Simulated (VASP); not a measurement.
Set up this calculation in VASP 6.6.1, as the native input.

```yaml
Task: single point
Functional: PBE
Potentials_or_basis: VASP PAW PBE potentials, release 64 (Ga_d)
Cutoff: 520 eV
k_mesh: 8 × 4 × 4
Occupations: gaussian, width 0.2 eV
Spin: no spin polarisation
Dipole_correction: no
Further_INCAR_settings: ALGO = Fast; EDIFF = 1e-07; NBANDS = 34
```

The structure of Ga lies in POSCAR:

```
Ga
1.0
    0.0000000000      0.0000000000      2.7171105552
    5.4323183588      0.0000000000      0.0000000000
    0.0000000000      5.4323183588      0.0000000000
Ga
4
Direct
    0.5000000000      0.2500000000      0.2500000000
    0.5000000000      0.2500000000      0.7500000000
    0.5000000000      0.7500000000      0.2500000000
    0.5000000000      0.7500000000      0.7500000000
```

This isn't the form of Ga at room conditions, which is orthorhombic.

These files were run (other wordings do the same):

INCAR

```
PREC     = Accurate       # precision mode
ENCUT    = 520            # plane-wave cutoff, eV
EDIFF    = 1E-7           # SCF threshold, eV
ISMEAR   = 0              # smearing method
SIGMA    = 0.2            # smearing width, eV
LREAL    = False          # projectors in reciprocal space
LASPH    = True           # aspherical terms in the spheres
NELM     = 80             # most SCF steps
ALGO     = Fast           # electronic algorithm
ISIF     = 2              # what is computed and relaxed
LWAVE    = False          # write WAVECAR
LCHARG   = True           # write CHGCAR
GGA      = PE             # functional
LELF     = True           # ELF
LVHAR    = True         
NBANDS   = 34             # bands
```

KPOINTS

```
regular mesh
0
Gamma
  8 4 4
```

Potentials or basis: VASP PAW PBE potentials, release 64 (Ga_d).

The run is started by

```console
$ cat potpaw_PBE.64/Ga_d/POTCAR > POTCAR
$ mpirun -np 1 vasp_std > vasp.out
```

It gave:

```
Pressure               : 0.8 GPa
Band gap on the k mesh : zero (bands 26 and 27 overlap by 5.07 eV)
```

It took 2.1 min on 1 thread of Intel Xeon 8259CL (shared host), peak memory 0.21 GiB.
